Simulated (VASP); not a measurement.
# TiN (f.blda) (Fm-3m) in VASP: single point with LDA

Aim: the single point of TiN (f.blda) with LDA.

Program: VASP 6.6.1. These are calculated values, not measurements. Logs are shortened: lines on timing, memory, paths and dates and some standing lists are left out, and cuts for length are marked.

## Step 1: The cell of the first run

Symmetry: Fm-3m, No. 225, cubic system. The conventional cell has a = 4.173 Å, b = 4.173 Å, c = 4.173 Å, α = 90.00°, β = 90.00°, γ = 90.00°. Within 2.8 Å of Ti (site symmetry m-3m) lie 6 N at 2.09 Å. Within 2.8 Å of N (site symmetry m-3m) lie 6 Ti at 2.09 Å.

## Step 2: Single point, LDA

File INCAR:

```
SYSTEM = TiN
ALGO = Normal
EDIFF = 1E-6
ENCUT = 600
GGA_COMPAT = .False.
ISIF = 2
ISMEAR = 0
LASPH = .True.
LCHARG = .False.
LREAL = .False.
LWAVE = .False.
NBANDS = 16
NELM = 120
PREC = Accurate
SIGMA = 0.1
```

File KPOINTS:

```
k-points
0
Gamma
  8 8 8
  0 0 0
```

File POSCAR:

```
TiN
1.0
    0.0000000000      2.0864398362      2.0864398362
    2.0864398362      0.0000000000      2.0864398362
    2.0864398362      2.0864398362      0.0000000000
Ti N
1 1
Direct
    0.0000000000      0.0000000000      0.0000000000
    0.5000000000      0.5000000000      0.5000000000
```

Potentials or basis: VASP PAW LDA potentials, release 64 (Ti_sv, N).

On the command line:

```console
$ cat potpaw_LDA.64/Ti_sv/POTCAR potpaw_LDA.64/N/POTCAR > POTCAR
$ mpirun -np 1 vasp_std > vasp.out
```

OUTCAR:

```text
SYSTEM = TiN
   EDIFF = 1E-6
   ENCUT = 600
   ISIF = 2
   ISMEAR = 0
   LASPH = .True.
   LREAL = .False.
   NELM = 120
   PREC = Accurate

 ion  position               nearest neighbor table
   1  0.000  0.000  0.000-   2 2.09   2 2.09   2 2.09   2 2.09   2 2.09   2 2.09
   2  0.500  0.500  0.500-   1 2.09   1 2.09   1 2.09   1 2.09   1 2.09   1 2.09

  LATTYP: Found a face centered cubic cell.
 ALAT       =     4.1728796724

  Lattice vectors:

 A1 = (   0.0000000000,   2.0864398362,   2.0864398362)
 A2 = (   2.0864398362,   0.0000000000,   2.0864398362)
 A3 = (   2.0864398362,   2.0864398362,   0.0000000000)

Analysis of symmetry for initial positions (statically):
=====================================================================
 Subroutine PRICEL returns:
 Original cell was already a primitive cell.

 Routine SETGRP: Setting up the symmetry group for a
 face centered cubic supercell.

 Subroutine GETGRP returns: Found 48 space group operations
 (whereof 48 operations were pure point group operations)
 out of a pool of 48 trial point group operations.

The static configuration has the point symmetry O_h .

Analysis of symmetry for dynamics (positions and initial velocities):
=====================================================================
 Subroutine PRICEL returns:
 Original cell was already a primitive cell.

 Routine SETGRP: Setting up the symmetry group for a
 face centered cubic supercell.

 Subroutine GETGRP returns: Found 48 space group operations
 (whereof 48 operations were pure point group operations)
 out of a pool of 48 trial point group operations.

The dynamic configuration has the point symmetry O_h .

 Subroutine INISYM returns: Found 48 space group operations
 (whereof 48 operations are pure point group operations),
 and found     1 'primitive' translations

----------------------------------------------------------------------------------------

                                     Primitive cell

  volume of cell :      18.1655

  direct lattice vectors                    reciprocal lattice vectors
     0.000000000  2.086439836  2.086439836    -0.239642664  0.239642664  0.239642664
     2.086439836  0.000000000  2.086439836     0.239642664 -0.239642664  0.239642664
     2.086439836  2.086439836  0.000000000     0.239642664  0.239642664 -0.239642664

  length of vectors
     2.950671513  2.950671513  2.950671513     0.415073269  0.415073269  0.415073269

[... 74 lines left out ...]
   ISPIN  =      1    spin polarized calculation?
   LNONCOLLINEAR =      F non collinear calculations
   LSORBIT =      F    spin-orbit coupling
   LASPH  =      T    aspherical Exc in radial PAW
   ENCUT  =  600.0 eV  44.10 Ry    6.64 a.u.   5.89  5.89  5.89*2*pi/ulx,y,z
   NELM   =    120;   NELMIN=  2; NELMDL= -5     # of ELM steps
   EDIFF  = 0.1E-05   stopping-criterion for ELM
   LREAL  =      F    real-space projection
   EDIFFG = 0.1E-04   stopping-criterion for IOM
   NSW    =      0    number of steps for IOM
   IBRION =     -1    ionic relax: 0-MD 1-quasi-New 2-CG
   NFREE  =      0    steps in history (QN), initial steepest desc. (CG)
   ISIF   =      2    stress and relaxation
   ISYM   =      2    0-nonsym 1-usesym 2-fastsym
   POTIM  = 0.5000    time-step for ionic-motion
   TEBEG  =    0.0;   TEEND  =   0.0 temperature during run
   PSTRESS=    0.0 pullay stress
   NELECT =      17.0000    total number of electrons
   NUPDOWN=      -1.0000    fix difference up-down
   EMIN   =  10.00;   EMAX   =-10.00  energy-range for DOS
   EFERMI =   0.00;   METHOD = LEGACY
   ISMEAR =     0;   SIGMA  =   0.10  broadening in eV -4-tet -1-fermi 0-gaus
   EFERMI_NEDOS =   21; number of points for ismear=-14 and -15
   IALGO  =     38    algorithm
   IMIX   =      4    mixing-type and parameters
     AMIX     =   0.40;   BMIX     =  1.00
     AMIX_MAG =   1.60;   BMIX_MAG =  1.00
  volume/ion in A,a.u.               =       9.08        61.29
  Fermi-wavevector in a.u.,A,eV,Ry     =   1.601309  3.026036 34.887951  2.564192
  Thomas-Fermi vector in A             =   2.698308
   LORBIT       =      0    0 simple, 1 ext, 2 COOP (PROOUT), +10 PAW based schemes
   GGA     = CA    functional components
   LHFCALC =     F    Hartree Fock is set to
   AEXX    =    0.0000 exact exchange contribution
   IVDW    =     0    specifies the selected vdW correction
   LEPSILON=     F    determine dielectric tensor
   LRPA    =     F    only Hartree local field effects (RPA)
 non-spin polarized calculation
 Gauss-broadening in eV      SIGMA  =   0.10
  energy-cutoff  :      600.00
  volume of cell :       18.17
 maximum number of plane-waves:       620
   NGX = 11   NGY = 11   NGZ = 11

 number of electron      16.9999996 magnetization

 Free energy of the ion-electron system (eV)
  ---------------------------------------------------
  ext. energy  EPLUGINS =         0.00000000
  ---------------------------------------------------
  free energy    TOTEN  =       -21.66201058 eV

  energy without entropy =      -21.65358593  energy(sigma->0) =      -21.65779826

 E-fermi :  11.8721     XC(G=0): -13.6422

 val. band max:       11.8651116761   @ k =   0.3750   0.1250   0.0000
 cond. band min:      11.8968022279   @ k =  -0.3750   0.3750   0.1250
 fundamental gap:      0.0316905517
 Fermi energy:        11.8720801815

 k-point     1 :       0.0000    0.0000    0.0000
  band No.  band energies     occupation
      1     -45.2090      2.00000
      2     -21.5258      2.00000
      3     -21.5258      2.00000
      4     -21.5258      2.00000
      5      -5.2773      2.00000
      6       9.7892      2.00000
[... 433 lines left out ...]
      3     -21.7916      2.00000
      4     -21.6599      2.00000
      5      -2.9230      2.00000
      6       4.5034      2.00000
[... 8 lines left out ...]
     15      25.1636      0.00000
     16      26.1847      0.00000

 [... further k-points ...]
[... 5 lines left out ...]
  --------------------------------------------------------------------------------------
  -------------------------------------------------------------------------------------
  Total        0.1043148      0.1043148      0.1043148      0.0000000      0.0000000      0.0000000
  in kB        9.2004500      9.2004500      9.2004500      0.0000000      0.0000000      0.0000000
  external PRESSURE =       9.2004500 kB  Pullay stress =       0.0000000 kB

 VOLUME and BASIS-vectors are now :
 -----------------------------------------------------------------------------
  energy-cutoff  :      600.00
  volume of cell :       18.17
      direct lattice vectors                 reciprocal lattice vectors
     0.000000000  2.086439836  2.086439836    -0.239642664  0.239642664  0.239642664
     2.086439836  0.000000000  2.086439836     0.239642664 -0.239642664  0.239642664
     2.086439836  2.086439836  0.000000000     0.239642664  0.239642664 -0.239642664

 POSITION                                       TOTAL-FORCE (eV/Angst)
 -----------------------------------------------------------------------------------
      0.00000      0.00000      0.00000        -0.000000      0.000000      0.000000
      2.08644      2.08644      2.08644         0.000000     -0.000000     -0.000000
 -----------------------------------------------------------------------------------
    total drift:                                0.000000     -0.000000     -0.000000

  FREE ENERGIE OF THE ION-ELECTRON SYSTEM (eV)
  ---------------------------------------------------
  free  energy   TOTEN  =       -21.6620105813 eV

  energy  without entropy=      -21.6535859315  energy(sigma->0) =      -21.65779826
```

Run time: 7.1 s. Hardware: 1 thread of Intel Xeon 6975P-C, shared host; peak memory 0.13 GiB.

Results:

| Property | Result |
| --- | --- |
| Free energy | -21.6620 eV |
| Pressure | 0.9 GPa |

Levels at points of the mesh, in eV from the Fermi level:
| k point | band 6 | band 7 | band 8 | band 9 | band 10 | band 11 | band 12 | band 13 |
| --- | --- | --- | --- | --- | --- | --- | --- | --- |
| (0.00, 0.00, 0.00) | -2.08 | -2.08 | -2.08 | -0.70 | -0.70 | -0.70 | 0.59 | 0.59 |
| (0.50, 0.00, 0.00) | -8.38 | -5.75 | -5.75 | 1.81 | 1.81 | 2.55 | 6.13 | 6.13 |
| (0.50, 0.50, 0.00) | -5.89 | -3.33 | -3.27 | -3.27 | 1.75 | 2.58 | 2.58 | 4.04 |
